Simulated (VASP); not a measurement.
A run of VASP 6.6.1 is set up as follows.

Contents of POSCAR:

```
TiO2
1.0
   -1.8698794427      1.8698794427      4.7433392365
    1.8698794427     -1.8698794427      4.7433392365
    1.8698794427      1.8698794427     -4.7433392365
Ti O
2 4
Direct
    0.0000000000      0.0000000000      0.0000000000
    0.7500000000      0.2500000000      0.5000000000
    0.2072814075      0.2072814075      0.0000000000
    0.9572814075      0.4572814075      0.5000000000
    0.5427185925      0.0427185925      0.5000000000
    0.7927185925      0.7927185925      0.0000000000
```

File INCAR.step1:

```
SYSTEM = TiO2
PREC = Accurate ; ENCUT = 600
ISMEAR = 0 ; SIGMA = 0.02
LREAL = .FALSE. ; LASPH = .TRUE.
NELM = 60 ; GGA = PE
ALGO = Normal ; EDIFF = 1E-4
LWAVE = .TRUE. ; LCHARG = .FALSE.
```

INCAR.step2

```
SYSTEM = TiO2
PREC = Accurate ; ENCUT = 600
EDIFF = 1E-6 ; ISMEAR = 0
SIGMA = 0.02 ; LREAL = .FALSE.
LASPH = .TRUE. ; NELM = 60
ALGO = Normal ; ISIF = 4
LWAVE = .FALSE. ; LCHARG = .FALSE.
METAGGA = R2SCAN ; LMIXTAU = .TRUE.
IBRION = 2 ; NSW = 50
EDIFFG = -0.01 ; ISTART = 1
```

KPOINTS

```
regular mesh
0
G
  8 8 8
  0 0 0
```

Potentials or basis: VASP PAW PBE potentials, release 64 (Ti_sv, O).

Launch:

```console
$ cat potpaw_PBE.64/Ti_sv/POTCAR potpaw_PBE.64/O/POTCAR > POTCAR
$ cp INCAR.step1 INCAR
$ mpirun -np 1 vasp_std > vasp.out
$ cp INCAR.step2 INCAR
$ mpirun -np 1 vasp_std > vasp.out
```

**Question.** Predict the band gap on the k mesh.

**Answer.** 2.53 eV (least direct gap 2.92 eV).

The path:
```
step  energy change (eV)  largest force (eV/Å)  pressure (GPa)  volume (Å³)
   1              0.0000                0.2134            8.50        66.34
   2             -0.0047                0.0288            7.89        66.34
   3             -0.0048                0.0082            7.83        66.34
   4             -0.0093                0.0033            7.45        66.34
   5             -0.0123                0.0018            6.50        66.34
   6             -0.0127                0.0006            6.73        66.34
```

Caveat: the PAW data sets were made with another functional, which shifts forces and pressure a little. A k mesh can miss the band edges.
